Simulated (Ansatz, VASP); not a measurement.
Two plane-wave programs on CdTe

```xyz
2
Lattice="0.0000 3.3092 3.3092 3.3092 0.0000 3.3092 3.3092 3.3092 0.0000" Properties=species:S:1:pos:R:3 pbc="T T T"
Cd    0.0000    0.0000    0.0000
Te    4.9638    4.9638    4.9638
```

Alike in both runs: functional PBE; k mesh 10 × 10 × 10; occupations gaussian, width 0.02 eV; no spin polarisation.

Ansatz relaxed the structure, and its values are those at the end. VASP's run is a single point on that final structure, the one shown.

|  | VASP | Ansatz |
| --- | --- | --- |
| version | VASP 6.6.1 | Ansatz 0.2.0 |
| potentials or method | VASP PAW PBE potentials, release 64 (Cd, Te), cutoff 520 eV | scalar-relativistic, plane waves, PAW |
| valence electrons in the cell | 18 | 36 |

|  | VASP | Ansatz | Ansatz less VASP |
| --- | --- | --- | --- |
| gap on the k mesh at the Fermi level (eV) | 0.58 | 0.59 | +0.003 |
| least direct gap on the mesh (eV) | 0.58 | 0.59 | +0.003 |
| pressure (GPa) | 0.1 | 0.0 | -0.11 |

The functional is the same, so the differences come from potentials, cutoffs and numerics. VASP's potentials hold 18 valence electrons a cell and Ansatz's 36, so a difference there can come from the potentials and not from the codes.

Spin-orbit coupling is off throughout.
